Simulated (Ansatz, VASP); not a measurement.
**PbSe: VASP beside Ansatz**

The input INCAR:

```
SYSTEM = PbSe
ALGO = Normal
EDIFF = 1E-8
ENCUT = 520
GGA = PE
ISIF = 2
ISMEAR = -1
LASPH = .TRUE.
LCHARG = .FALSE.
LEFG = .TRUE.
LREAL = .FALSE.
LWAVE = .FALSE.
NBANDS = 17
NELM = 100
PREC = Accurate
SIGMA = 0.03
```

Contents of KPOINTS:

```
k-points
0
G
  10 10 10
  0 0 0
```

Contents of POSCAR:

```
PbSe
1.0
    0.0000000000      3.1079612690      3.1079612690
    3.1079612690      0.0000000000      3.1079612690
    3.1079612690      3.1079612690      0.0000000000
Pb Se
1 1
Direct
    0.0000000000      0.0000000000      0.0000000000
    0.5000000000      0.5000000000      0.5455028193
```

Input for Ansatz:

```yaml
crystal:
  lattice:
    - [0.0, 3.107961269, 3.107961269]
    - [3.107961269, 0.0, 3.107961269]
    - [3.107961269, 3.107961269, 0.0]
  atoms:
    - { symbol: Pb, position: [0.0, 0.0, 0.0] }
    - { symbol: Se, position: [0.5, 0.5, 0.5455028193] }
kpoints:
  mp_grid: { grid: [10, 10, 10] }
scf:
  occupations: { method: fermi_dirac, width: 0.03 }
hamiltonian:
  xc: pbe
  pseudopotentials: { kind: all_electron, datasets: crystal }
output:
  forces: true
  stress: true
  eigenvalues: true
  efg: { contact_densities: true }
```

Alike in both runs: task electric field gradients; functional PBE; k mesh 10 × 10 × 10; occupations fermi-dirac, width 0.03 eV; no spin polarisation.

```csv
,VASP,Ansatz
version,VASP 6.6.1,Ansatz 0.2.0
potentials or method,"VASP PAW PBE potentials, release 64 (Pb_d, Se), cutoff 520 eV","all-electron PAW with datasets made for the crystal, scalar-relativistic"
```

VASP gave:

- pressure (GPa): 0.5
- traceless stress, the component that is largest in VASP (GPa): -0.46
- rms of the force components (eV/Å): 0.069
- size of Vzz on the site where it differs most (V/Å²): 36.6

Task: Estimate Ansatz's values.

Result: Pressure (GPa): 0.6; traceless stress, the component that is largest in VASP (GPa): -0.45; rms of the force components (eV/Å): 0.067; size of Vzz on the site where it differs most (V/Å²): 38.6.

Atom by atom the forces differ by 0.002 eV/Å (rms over components). Ansatz ran all-electron here, and VASP with PAW potentials.

Neither program's run includes spin-orbit coupling.
